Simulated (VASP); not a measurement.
NaF:

```
Na F
1.0
     2.80354    0.00000    0.00000
     0.00000    2.80354    0.00000
     0.00000    0.00000    2.79254
Na F
1 1
Direct
  0.00000 0.00000 0.00000
  0.50000 0.50000 0.50000
```

This cell differs from its parent crystal: epitaxial xy strain +0.4%.

Base run:

| Quantity | Value |
| --- | --- |
| Program | VASP 6.6.1 |
| Functional | r2SCAN |
| Potentials or basis | VASP PAW PBE potentials, release 64 (Na_pv, F) |
| Cutoff | 520 eV |
| k mesh | 10 × 10 × 10 |
| Occupations | gaussian, width 0.01 eV |
| Spin | no spin polarisation |

Its results: band gap on the k mesh 7.05 eV, indirect (least direct gap 7.38 eV); pressure -1.2 GPa.

**Question.** The run is repeated on the same cell with these changes: functional from r2SCAN to PBE; occupations from gaussian, width 0.01 eV to fermi-dirac, width 0.02 eV. What comes out?

**Answer.** Band gap on the k mesh 6.05 eV, indirect (least direct gap 6.38 eV); pressure 3.8 GPa.

Caveats: the PAW data sets were made with another functional, which shifts forces and pressure a little (some runs).

A k mesh can miss the band edges.
